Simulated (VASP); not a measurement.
A run of VASP 6.6.1:

Contents of INCAR:

```
SYSTEM = GaSb
PREC     = Accurate       ! precision mode
ENCUT    = 520            ! plane-wave cutoff, eV
EDIFF    = 1E-6           ! SCF threshold, eV
ISMEAR   = 0              ! smearing method
SIGMA    = 0.01           ! smearing width, eV
LREAL    = .FALSE.        ! projectors in reciprocal space
LASPH    = .TRUE.         ! aspherical terms in the spheres
NELM     = 60             ! most SCF steps
ALGO     = Normal         ! electronic algorithm
ISIF     = 2              ! what is computed and relaxed
LWAVE    = .FALSE.        ! write WAVECAR
LCHARG   = .FALSE.        ! write CHGCAR
GGA      = PE             ! functional
NBANDS   = 16             ! bands
```

The input KPOINTS:

```
regular mesh
0
G
  8 8 8
  0 0 0
```

The input POSCAR:

```
GaSb
1.0
   -1.5559010000      2.6750030000      2.8933130000
    1.5559010000     -2.6750030000      2.8933130000
    1.5559010000      2.6750030000     -2.8933130000
Sb Ga
1 1
Direct
    0.5000000000      0.5000000000      0.0000000000
    0.0000000000      0.0000000000      0.0000000000
```

Potentials or basis: VASP PAW PBE potentials, release 64 (Sb, Ga_d).

The run is started by

```sh
$ cat potpaw_PBE.64/Sb/POTCAR potpaw_PBE.64/Ga_d/POTCAR > POTCAR
$ mpirun -np 1 vasp_std > vasp.out
```

Hardware: 1 thread of Intel(R) Xeon(R) 6975P-C (Granite Rapids) (shared host).

**Question.** How long does it take, and how much memory?

**Answer.** Wall time 20 s on 1 thread of Intel(R) Xeon(R) 6975P-C (Granite Rapids) (shared host), peak memory 0.22 GiB. Counts: scf iterations 11, k points 95.
